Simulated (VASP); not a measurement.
Crystal: Tl2F.

```
CELL_PARAMETERS angstrom
5.24295 0.00000 0.00000
-2.62148 4.54053 0.00000
0.00000 0.00000 3.20198
ATOMIC_POSITIONS crystal
Tl 0.33333 0.66667 0.50000
Tl 0.66667 0.33333 0.50000
F 0.00000 0.00000 0.00000
```

The cell was generated, and may not be a known phase.

* Program: VASP 6.6.1
* Task: relaxation of cell and atoms
* Functional: PBE
* Potentials or basis: VASP PAW PBE potentials, release 64 (Tl_d, F)
* Cutoff: 600 eV
* k mesh: 12 × 12 × 14
* Occupations: gaussian, width 0.1 eV
* Spin: no spin polarisation

At the start: pressure 0.1 GPa; volume 25.41 Å³/atom.

Where does the relaxation end?

Over 5 steps the energy falls by 2.9 meV/atom and the volume is 25.66 Å³/atom (+1.0 %); space group P6/mmm (No. 191, to 0.1 Å) before and after.

The path:
| step | energy change (eV) | largest force (eV/Å) | pressure (GPa) | volume (Å³) |
| --- | --- | --- | --- | --- |
| 1 | 0.0000 | 0.0000 | 0.13 | 76.23 |
| 2 | -0.0060 | 0.0000 | 0.11 | 76.45 |
| 3 | -0.0085 | 0.0000 | 0.11 | 76.74 |
| 4 | -0.0086 | 0.0000 | 0.11 | 76.72 |
| 5 | -0.0087 | 0.0000 | 0.03 | 76.98 |

Final structure:
```cif
data_structure
_symmetry_space_group_name_H-M 'P 1'
_symmetry_Int_Tables_number 1
_cell_length_a 5.2074
_cell_length_b 5.2074
_cell_length_c 3.2778
_cell_angle_alpha 90.000
_cell_angle_beta 90.000
_cell_angle_gamma 120.000
_cell_volume 76.98
loop_
_atom_site_label
_atom_site_type_symbol
_atom_site_fract_x
_atom_site_fract_y
_atom_site_fract_z
_atom_site_occupancy
Tl1 Tl 0.33333 0.66667 0.50000 1
Tl2 Tl 0.66667 0.33333 0.50000 1
F1 F 0.00000 0.00000 0.00000 1
```
